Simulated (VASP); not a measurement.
# Ni (Fm-3m) in VASP: notebook

Aim: see how the results for Ni move with the level of theory and the settings. Levels: PBE, r2SCAN. Tasks: single point.

All numbers are computed with VASP 6.6.1; they aren't measurements. Logs are shortened: lines on timing, memory, paths and dates and some standing lists are left out, and cuts for length are marked.

## 1. The cell of the first run

Symmetry: Fm-3m, No. 225, cubic system. The conventional cell has a = 3.519 Å, b = 3.519 Å, c = 3.519 Å, α = 90.00°, β = 90.00°, γ = 90.00°. Within 3.3 Å of Ni (site symmetry m-3m) lie 12 Ni at 2.49 Å.

## 2. Single point, PBE, collinear spin, ferromagnetic start

File INCAR:

```
SYSTEM = Ni
ALGO = Normal
EDIFF = 1E-6
ENCUT = 520
GGA = PE
ISIF = 2
ISMEAR = 0
ISPIN = 2
LASPH = .True.
LCHARG = .True.
LELF = .True.
LMAXMIX = 4
LORBIT = 11
LREAL = .False.
LVHAR = .True.
LWAVE = .False.
MAGMOM = 0.85
NBANDS = 15
NELM = 150
PREC = Accurate
SIGMA = 0.05
```

File KPOINTS:

```
k-points
0
Gamma
  10 10 10
  0 0 0
```

File POSCAR:

```
Ni
1.0
    0.0000000000      1.7595826140      1.7595826140
    1.7595826140      0.0000000000      1.7595826140
    1.7595826140      1.7595826140      0.0000000000
Ni
1
Direct
    0.0000000000      0.0000000000      0.0000000000
```

Potentials or basis: VASP PAW PBE potentials, release 64 (Ni).

Launch:

```sh
> cat potpaw_PBE.64/Ni/POTCAR > POTCAR
> mpirun -np 1 vasp_std > vasp.out
```

OUTCAR:

```text
SYSTEM = Ni
   EDIFF = 1E-6
   ENCUT = 520
   GGA = PE
   ISIF = 2
   ISMEAR = 0
   ISPIN = 2
   LASPH = .True.
   LORBIT = 11
   LREAL = .False.
   NELM = 150
   PREC = Accurate

 ion  position               nearest neighbor table
   1  0.000  0.000  0.000-

  LATTYP: Found a face centered cubic cell.
 ALAT       =     3.5191652280

  Lattice vectors:

 A1 = (   0.0000000000,   1.7595826140,   1.7595826140)
 A2 = (   1.7595826140,   0.0000000000,   1.7595826140)
 A3 = (   1.7595826140,   1.7595826140,   0.0000000000)

Analysis of symmetry for initial positions (statically):
=====================================================================
 Subroutine PRICEL returns:
 Original cell was already a primitive cell.

 Routine SETGRP: Setting up the symmetry group for a
 face centered cubic supercell.

 Subroutine GETGRP returns: Found 48 space group operations
 (whereof 48 operations were pure point group operations)
 out of a pool of 48 trial point group operations.

The static configuration has the point symmetry O_h .

Analysis of symmetry for dynamics (positions and initial velocities):
=====================================================================
 Subroutine PRICEL returns:
 Original cell was already a primitive cell.

 Routine SETGRP: Setting up the symmetry group for a
 face centered cubic supercell.

 Subroutine GETGRP returns: Found 48 space group operations
 (whereof 48 operations were pure point group operations)
 out of a pool of 48 trial point group operations.

The dynamic configuration has the point symmetry O_h .

Analysis of structural, dynamic, and magnetic symmetry:
=====================================================================
 Subroutine PRICEL returns:
 Original cell was already a primitive cell.

 Routine SETGRP: Setting up the symmetry group for a
 face centered cubic supercell.

 Subroutine GETGRP returns: Found 48 space group operations
 (whereof 48 operations were pure point group operations)
 out of a pool of 48 trial point group operations.

The overall configuration has the point symmetry O_h .

 Subroutine INISYM returns: Found 48 space group operations
 (whereof 48 operations are pure point group operations),
 and found     1 'primitive' translations

----------------------------------------------------------------------------------------

                                     Primitive cell

  volume of cell :      10.8958

  direct lattice vectors                    reciprocal lattice vectors
     0.000000000  1.759582614  1.759582614    -0.284158298  0.284158298  0.284158298
     1.759582614  0.000000000  1.759582614     0.284158298 -0.284158298  0.284158298
     1.759582614  1.759582614  0.000000000     0.284158298  0.284158298 -0.284158298

  length of vectors
     2.488425597  2.488425597  2.488425597     0.492176609  0.492176609  0.492176609

  position of ions in fractional coordinates (direct lattice)
     0.000000000  0.000000000  0.000000000

  ion indices of the primitive-cell ions
   primitive index   ion index
                 1           1

----------------------------------------------------------------------------------------

 KPOINTS: k-points

Automatic generation of k-mesh.
 Grid dimensions read from file:
 generate k-points for:   10   10   10

 Generating k-lattice:

  Cartesian coordinates                     Fractional coordinates (reciprocal lattice)
    -0.028415830  0.028415830  0.028415830     0.100000000  0.000000000  0.000000000
     0.028415830 -0.028415830  0.028415830     0.000000000  0.100000000  0.000000000
     0.028415830  0.028415830 -0.028415830     0.000000000  0.000000000  0.100000000

  Length of vectors
     0.049217661  0.049217661  0.049217661

  Shift w.r.t. Gamma in fractional coordinates (k-lattice)
     0.000000000  0.000000000  0.000000000

 Subroutine IBZKPT returns following result:
 ===========================================

 Found     47 irreducible k-points:

 Following reciprocal coordinates:
            Coordinates               Weight
  0.000000  0.000000  0.000000      1.000000
  0.100000  0.000000  0.000000      8.000000
  0.200000  0.000000  0.000000      8.000000
  0.300000  0.000000  0.000000      8.000000
  0.400000  0.000000  0.000000      8.000000
  0.500000  0.000000  0.000000      4.000000
[... 16 lines left out ...]
  0.300000  0.300000  0.000000      6.000000
  0.400000  0.300000  0.000000     24.000000
 [... further k-points ...]
   k-points           NKPTS =     47   k-points in BZ     NKDIM =     47   number of bands    NBANDS=     15
   number of dos      NEDOS =    301   number of ions     NIONS =      1
   total plane-waves  NPLWV =   8000
   dimension x,y,z NGX =    20 NGY =   20 NGZ =   20
   dimension x,y,z NGXF=    40 NGYF=   40 NGZF=   40
   ions per type =               1
   NGX,Y,Z   is equivalent  to a cutoff of  13.36, 13.36, 13.36 a.u.
   NGXF,Y,Z  is equivalent  to a cutoff of  26.72, 26.72, 26.72 a.u.
 SYSTEM =  Ni
   PREC   = accura    normal or accurate (medium, high low for compatibility)
   ISTART =      0    job   : 0-new  1-cont  2-samecut
   ICHARG =      2    charge: 1-file 2-atom 10-const
   ISPIN  =      2    spin polarized calculation?
   LNONCOLLINEAR =      F non collinear calculations
   LSORBIT =      F    spin-orbit coupling
   LASPH  =      T    aspherical Exc in radial PAW
   ENCUT  =  520.0 eV  38.22 Ry    6.18 a.u.   4.63  4.63  4.63*2*pi/ulx,y,z
   NELM   =    150;   NELMIN=  2; NELMDL= -5     # of ELM steps
   EDIFF  = 0.1E-05   stopping-criterion for ELM
   LREAL  =      F    real-space projection
[... 7 lines left out ...]
   TEBEG  =    0.0;   TEEND  =   0.0 temperature during run
   PSTRESS=    0.0 pullay stress
   NELECT =      10.0000    total number of electrons
   NUPDOWN=      -1.0000    fix difference up-down
   EMIN   =  10.00;   EMAX   =-10.00  energy-range for DOS
   EFERMI =   0.00;   METHOD = LEGACY
   ISMEAR =     0;   SIGMA  =   0.05  broadening in eV -4-tet -1-fermi 0-gaus
   EFERMI_NEDOS =   21; number of points for ismear=-14 and -15
   IALGO  =     38    algorithm
   IMIX   =      4    mixing-type and parameters
     AMIX     =   0.40;   BMIX     =  1.00
     AMIX_MAG =   1.60;   BMIX_MAG =  1.00
  volume/ion in A,a.u.               =      10.90        73.53
  Fermi-wavevector in a.u.,A,eV,Ry     =   1.590945  3.006450 34.437788  2.531106
  Thomas-Fermi vector in A             =   2.689562
   LORBIT       =     11    0 simple, 1 ext, 2 COOP (PROOUT), +10 PAW based schemes
   GGA     = PE    functional components
   LHFCALC =     F    Hartree Fock is set to
   AEXX    =    0.0000 exact exchange contribution
   IVDW    =     0    specifies the selected vdW correction
   LEPSILON=     F    determine dielectric tensor
   LRPA    =     F    only Hartree local field effects (RPA)
 spin polarized calculation
 Gauss-broadening in eV      SIGMA  =   0.05
  energy-cutoff  :      520.00
  volume of cell :       10.90
 maximum number of plane-waves:       303
   NGX =  9   NGY =  9   NGZ =  9

 number of electron      10.0000009 magnetization       0.7254864

 Free energy of the ion-electron system (eV)
  ---------------------------------------------------
  ext. energy  EPLUGINS =         0.00000000
  ---------------------------------------------------
  free energy    TOTEN  =        -5.47361551 eV

  energy without entropy =       -5.47115308  energy(sigma->0) =       -5.47238429

 E-fermi :   9.3658     XC(G=0): -13.2496

 val. band max:        9.3647455222   @ k =   0.4000   0.4000   0.0000
 cond. band min:       9.3681164155   @ k =  -0.4000   0.2000   0.0000
 fundamental gap:      0.0033708933
 Fermi energy:         9.3657624538

 spin component 1

 k-point     1 :       0.0000    0.0000    0.0000
  band No.  band energies     occupation
      1       0.3449      1.00000
      2       6.8504      1.00000
      3       6.8504      1.00000
      4       6.8504      1.00000
      5       8.0355      1.00000
      6       8.0355      1.00000
      7      33.0613      0.00000
      8      36.9061      0.00000
      9      36.9061      0.00000
     10      36.9061      0.00000
     11      39.8243      0.00000
     12      39.8243      0.00000
     13      39.8243      0.00000
     14      42.8175      0.00000
     15      49.0744      0.00000
[... 397 lines left out ...]
 k-point    24 :       0.4000    0.3000    0.0000
  band No.  band energies     occupation
      1       4.6926      1.00000
      2       5.5111      1.00000
      3       7.5691      1.00000
      4       8.1139      1.00000
      5       8.6678      1.00000
      6       9.3301      0.84354
      7      23.2791      0.00000
      8      24.3462      0.00000
      9      26.2199      0.00000
     10      30.5322      0.00000
     11      34.8976      0.00000
     12      49.6306      0.00000
     13      50.1800      0.00000
     14      54.4380      0.00000
     15      55.7357      0.00000

 [... further k-points ...]

 spin component 2

 k-point     1 :       0.0000    0.0000    0.0000
  band No.  band energies     occupation
      1       0.3302      1.00000
      2       7.7094      1.00000
      3       7.7094      1.00000
      4       7.7094      1.00000
      5       8.7042      1.00000
      6       8.7042      1.00000
      7      32.9102      0.00000
      8      36.9069      0.00000
      9      36.9069      0.00000
     10      36.9069      0.00000
     11      39.9626      0.00000
     12      39.9626      0.00000
     13      39.9626      0.00000
     14      42.7055      0.00000
     15      49.3146      0.00000
[... 397 lines left out ...]
 k-point    24 :       0.4000    0.3000    0.0000
  band No.  band energies     occupation
      1       4.9456      1.00000
      2       6.2386      1.00000
      3       8.1778      1.00000
      4       8.9308      1.00000
      5       9.4754      0.00096
      6       9.9367      0.00000
      7      23.4081      0.00000
      8      24.4850      0.00000
      9      26.2974      0.00000
     10      30.6698      0.00000
     11      35.0475      0.00000
     12      49.6389      0.00000
     13      50.1580      0.00000
     14      54.9940      0.00000
     15      56.3749      0.00000

 [... further k-points ...]
[... 5 lines left out ...]
  --------------------------------------------------------------------------------------
  -------------------------------------------------------------------------------------
  Total        0.0244696      0.0244696      0.0244696     -0.0000000      0.0000000      0.0000000
  in kB        3.5981385      3.5981385      3.5981385     -0.0000000      0.0000000      0.0000000
  external PRESSURE =       3.5981385 kB  Pullay stress =       0.0000000 kB

 VOLUME and BASIS-vectors are now :
 -----------------------------------------------------------------------------
  energy-cutoff  :      520.00
  volume of cell :       10.90
      direct lattice vectors                 reciprocal lattice vectors
     0.000000000  1.759582614  1.759582614    -0.284158298  0.284158298  0.284158298
     1.759582614  0.000000000  1.759582614     0.284158298 -0.284158298  0.284158298
     1.759582614  1.759582614  0.000000000     0.284158298  0.284158298 -0.284158298

 POSITION                                       TOTAL-FORCE (eV/Angst)
 -----------------------------------------------------------------------------------
      0.00000      0.00000      0.00000         0.000000     -0.000000     -0.000000
 -----------------------------------------------------------------------------------
    total drift:                                0.000000     -0.000000      0.000000

  FREE ENERGIE OF THE ION-ELECTRON SYSTEM (eV)
  ---------------------------------------------------
  free  energy   TOTEN  =        -5.4736155104 eV

  energy  without entropy=       -5.4711530786  energy(sigma->0) =       -5.47238429

 total charge

# of ion       s       p       d       tot
------------------------------------------
    1        0.500   0.500   8.306   9.305

 magnetization (x)

# of ion       s       p       d       tot
------------------------------------------
    1       -0.003  -0.021   0.760   0.736
```

Wall time 8.7 s (1 thread of Intel Xeon 6975P-C (Granite Rapids), shared host); peak memory 0.13 GiB.

What came out:

```
Free energy                                           : -5.4736 eV
Pressure                                              : 0.4 GPa
Net moment                                            : 0.73 μB per cell
Site moments                                          : Ni +0.74 μB
Valence electrons inside the program's atomic spheres : Ni 9.30
```

[end of part 1 of 2]
